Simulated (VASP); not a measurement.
**AlN: single point with r2SCAN**

AlN:

```xyz
2
Lattice="0.0000 2.2286 2.2286 2.2286 0.0000 2.2286 2.2286 2.2286 0.0000" Properties=species:S:1:pos:R:3 pbc="T T T"
Al    0.0000    0.0000    0.0000
N     1.1143    1.1143    1.1143
```

This cell differs from its parent crystal: strain +2.0%.

```json
{
  "Program": "VASP 6.6.1",
  "Task": "single point",
  "Functional": "r2SCAN",
  "Potentials or basis": "VASP PAW PBE potentials, release 64 (Al, N)",
  "Cutoff": "520 eV",
  "k mesh": "10 × 10 × 10",
  "Occupations": "gaussian, width 0.01 eV",
  "Spin": "no spin polarisation"
}
```

| Quantity | Value |
| --- | --- |
| Pressure | -11.5 GPa |
| Band gap on the k mesh | 3.88 eV, indirect (least direct gap 4.34 eV) |

Levels at points of the mesh, in eV from the valence-band top:
| k point | band 2 | band 3 | band 4 | band 5 | band 6 | band 7 |
| --- | --- | --- | --- | --- | --- | --- |
| (0.00, 0.00, 0.00) | 0.00 | 0.00 | 0.00 | 4.34 | 12.91 | 12.91 |
| (0.50, 0.00, 0.00) | -5.64 | -0.48 | -0.48 | 7.64 | 10.39 | 11.55 |
| (0.50, 0.50, 0.00) | -4.77 | -1.74 | -1.74 | 3.88 | 9.09 | 14.36 |

It took 18 s on 1 thread of Intel(R) Xeon(R) Platinum 8559C (Emerald Rapids), with other jobs on the host, peak memory 0.14 GiB.

Caveat: the cell differs from its parent crystal (strain +2.0%); the PAW data sets were made with another functional, which shifts forces and pressure a little. A k mesh can miss the band edges.
